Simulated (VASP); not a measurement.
Write the native input for VASP 6.6.1 that does the following.

* Task: single point
* Functional: LDA
* Potentials or basis: VASP PAW LDA potentials, release 64 (Mg)
* Cutoff: 520 eV
* k mesh: 15 × 15 × 8
* Occupations: gaussian, width 0.1 eV
* Spin: no spin polarisation
* Dipole correction: no
* Further INCAR settings: ALGO = Fast; EDIFF = 1e-06; NBANDS = 9

The structure of Mg lies in POSCAR:

```
Mg
1.0
    2.6736573695      0.0000000000      0.0000000000
   -1.3368286847      2.3154552030      0.0000000000
    0.0000000000      0.0000000000      4.2962717634
Mg
2
Direct
    0.3333333333      0.6666666667      0.2500000000
    0.6666666667      0.3333333333      0.7500000000
```

The input as run:

INCAR

```
SYSTEM = Mg
ALGO = Fast
EDIFF = 1E-6
ENCUT = 520
ISIF = 2
ISMEAR = 0
LASPH = .TRUE.
LCHARG = .FALSE.
LREAL = .FALSE.
LWAVE = .FALSE.
NBANDS = 9
NELM = 80
PREC = Accurate
SIGMA = 0.1
```

KPOINTS

```
k-points
0
G
  15 15 8
  0 0 0
```

Potentials or basis: VASP PAW LDA potentials, release 64 (Mg).

Command:

```sh
$ cat potpaw_LDA.64/Mg/POTCAR > POTCAR
$ mpirun -np 1 vasp_std > vasp.out
```

It gave:

| Property | Result |
| --- | --- |
| Pressure | 50.4 GPa |
| Band gap on the k mesh | zero (band 2 reaches 7.08 eV, above the bottom of band 3 at 4.90 eV) |

It took 10 s on 1 thread of Intel(R) Xeon(R) 6975P-C (Granite Rapids), on a shared host, peak memory 0.14 GiB.
